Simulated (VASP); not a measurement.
## Zr: single point with PBE

Crystal: Zr.

```
CELL_PARAMETERS angstrom
-1.84550 1.84550 1.84550
1.84550 -1.84550 1.84550
1.84550 1.84550 -1.84550
ATOMIC_POSITIONS crystal
Zr 0.00000 0.00000 0.00000
```

This cell differs from its parent crystal: volume scaled by 1.06.

```
Program             : VASP 6.6.1
Task                : single point
Functional          : PBE
Potentials or basis : VASP PAW PBE potentials, release 64 (Zr_sv)
Cutoff              : 520 eV
k mesh              : 10 × 10 × 10
Occupations         : fermi-dirac, width 0.05 eV
Spin                : no spin polarisation
```

```yaml
Pressure: -7.3 GPa
Band_gap_on_the_k_mesh: zero (band 6 reaches 8.97 eV, above the bottom of band 7 at 7.23 eV)
```

Levels at points of the mesh, in eV from the Fermi level:
| k point | band 4 | band 5 | band 6 | band 7 | band 8 | band 9 |
| --- | --- | --- | --- | --- | --- | --- |
| (0.00, 0.00, 0.00) | -26.30 | -5.26 | 1.05 | 1.05 | 1.05 | 3.31 |
| (0.50, 0.00, 0.00) | -26.31 | -2.60 | -0.57 | 1.28 | 3.27 | 3.88 |
| (0.50, 0.50, 0.50) | -26.83 | -2.26 | -2.26 | 5.12 | 5.12 | 5.12 |

Run time: 5.1 s on 1 thread of Intel(R) Xeon(R) 6975P-C (Granite Rapids), with other jobs on the host, peak memory 0.14 GiB.
